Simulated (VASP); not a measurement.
# MoS2: single point with PBEsol

MoS2:

```
Mo S
1.0
     1.56569    0.90395    6.12333
    -1.56569    0.90395    6.12333
     0.00000   -1.80790    6.12333
Mo S
1 2
Cartesian
  0.0000 0.0000 0.0000
  0.0000 0.0000 13.7481
  0.0000 0.0000 10.7446
```

This cell differs from its parent crystal: equal xx and yy strain of -1 %.

```
Program                : VASP 6.6.1
Task                   : single point
Functional             : PBEsol
Potentials or basis    : VASP PAW PBE potentials, release 64 (Mo_sv, S)
Cutoff                 : 520 eV
k mesh                 : 13 × 13 × 13
Occupations            : fermi-dirac, width 0.05 eV
Spin                   : no spin polarisation
Dipole correction      : no
Further INCAR settings : ALGO = Normal; EDIFF = 1e-07; NBANDS = 20
```

- Pressure: 7.6 GPa
- Largest force: 1.259 eV/Å
- Band gap on the k mesh: 0.88 eV (least direct gap 1.91 eV)

Forces on the atoms (eV/Å):
```
Mo   0.000  0.000 -0.003
S    0.000  0.000  1.259
S    0.000  0.000 -1.256
```

Stress tensor (GPa, compression positive):
```
 5.51  0.00  0.00
 0.00  5.51  0.00
 0.00  0.00 11.89
```

Levels at points of the mesh, in eV from the valence-band top:
| k point | band 11 | band 12 | band 13 | band 14 | band 15 | band 16 |
| --- | --- | --- | --- | --- | --- | --- |
| (0.00, 0.00, 0.00) | -2.59 | -1.36 | -1.26 | 2.03 | 2.03 | 2.56 |

It took 17 min on 1 thread of Intel Xeon 8259CL, with other jobs on the host, peak memory 0.47 GiB.

Caveat: the cell differs from its parent crystal (equal xx and yy strain of -1 %); the cell stands under pressure; the PAW data sets were made with another functional, which shifts forces and pressure a little; an odd mesh through Γ misses points on the zone boundary, where band edges can lie.
